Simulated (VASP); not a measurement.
The system is AlCr2C.

```
Al Cr C
1.0
     2.82510    0.00000    0.00000
    -1.41255    2.44661    0.00000
     0.00000    0.00000   12.60137
Al Cr C
2 4 2
Direct
  0.66667 0.33333 0.25000
  0.33333 0.66667 0.75000
  0.33333 0.66667 0.41494
  0.66667 0.33333 0.91494
  0.66667 0.33333 0.58506
  0.33333 0.66667 0.08506
  0.00000 0.00000 0.50000
  0.00000 0.00000 0.00000
```

| Property | Result |
| --- | --- |
| Program | VASP 6.6.1 |
| Task | relaxation of cell and atoms |
| Functional | PBE |
| Potentials or basis | VASP PAW PBE potentials, release 64 (Al, Cr_pv, C) |
| Cutoff | 600 eV |
| k mesh | 15 × 15 × 4 |
| Occupations | gaussian, width 0.1 eV |
| Spin | no spin polarisation |

At the start: pressure 3.7 GPa; volume 10.89 Å³/atom.

Where does the relaxation end?

Over 7 steps the energy falls by 2.3 meV/atom and the volume is 11.09 Å³/atom (+1.9 %); space group P6_3/mmc (No. 194, to 0.1 Å) before and after.

The path:
```tsv
step	energy change (eV)	largest force (eV/Å)	pressure (GPa)	volume (Å³)
1	0.0000	0.0000	3.66	87.10
2	0.0095	0.3780	-4.35	90.27
3	-0.0154	0.1709	-0.01	88.48
4	-0.0183	0.0253	0.00	88.70
5	-0.0184	0.0004	0.00	88.74
6	-0.0184	0.0033	0.00	88.74
7	-0.0184	0.0008	-0.02	88.75
```

Final structure:
```yaml
crystal:
  lattice:
    - [2.84168, 0.00000, 0.00000]
    - [-1.42084, 2.46096, 0.00000]
    - [0.00000, 0.00000, 12.69017]
  atoms:
    - { symbol: Al, position: [0.66667, 0.33333, 0.25000] }
    - { symbol: Al, position: [0.33333, 0.66667, 0.75000] }
    - { symbol: Cr, position: [0.33333, 0.66667, 0.41562] }
    - { symbol: Cr, position: [0.66667, 0.33333, 0.91562] }
    - { symbol: Cr, position: [0.66667, 0.33333, 0.58438] }
    - { symbol: Cr, position: [0.33333, 0.66667, 0.08438] }
    - { symbol: C, position: [0.00000, 0.00000, 0.50000] }
    - { symbol: C, position: [0.00000, 0.00000, 0.00000] }
```

Caveat: the run has no spin polarisation, though such a crystal can be magnetic.
